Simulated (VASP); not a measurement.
Set up this calculation in VASP 6.6.1, as the native input.

```yaml
Task: single point
Functional: PBE
Potentials_or_basis: VASP PAW PBE potentials, release 64 (Pt_sv_GW, S)
Cutoff: 570 eV
k_mesh: 7 × 7 × 5
Occupations: fermi-dirac, width 0.05 eV
Spin: no spin polarisation
Dipole_correction: no
Further_INCAR_settings: ALGO = Normal; EDIFF = 1e-06; NBANDS = 22
```

The structure of PtS2 lies in POSCAR:

```
PtS2
1.0
    3.6849280000      0.0000000000      0.0000000000
   -1.8424640000      3.1912412591      0.0000000000
    0.0000000000      0.0000000000      5.0388000000
Pt S
1 2
Direct
    0.0000000000      0.0000000000      0.0000000000
    0.6666666667      0.3333333333      0.7730000000
    0.3333333333      0.6666666667      0.2270000000
```

The input as run:

INCAR

```
SYSTEM = PtS2
ALGO = Normal
EDIFF = 1E-6
ENCUT = 570
GGA = PE
GGA_COMPAT = .FALSE.
ISIF = 2
ISMEAR = -1
LASPH = .TRUE.
LCHARG = .FALSE.
LREAL = .FALSE.
LWAVE = .FALSE.
NBANDS = 22
NELM = 120
PREC = Accurate
SIGMA = 0.05
```

KPOINTS

```
k-points
0
G
  7 7 5
  0 0 0
```

Potentials or basis: VASP PAW PBE potentials, release 64 (Pt_sv_GW, S).

The run is started by

```sh
$ cat potpaw_PBE.64/Pt_sv_GW/POTCAR potpaw_PBE.64/S/POTCAR > POTCAR
$ mpirun -np 1 vasp_std > vasp.out
```

Results of the run:

The pressure is -2.2 GPa, the largest force is 0.203 eV/Å and the band gap on the k mesh is 0.69 eV (least direct gap 0.92 eV).

Caveat: the stress differs along the axes, from -4 to 2 GPa; spin-orbit coupling is left out, which moves the levels of the heavy elements.

Wall time 22 s on 1 thread of Intel(R) Xeon(R) 6975P-C (Granite Rapids), with other jobs on the host, peak memory 0.21 GiB.
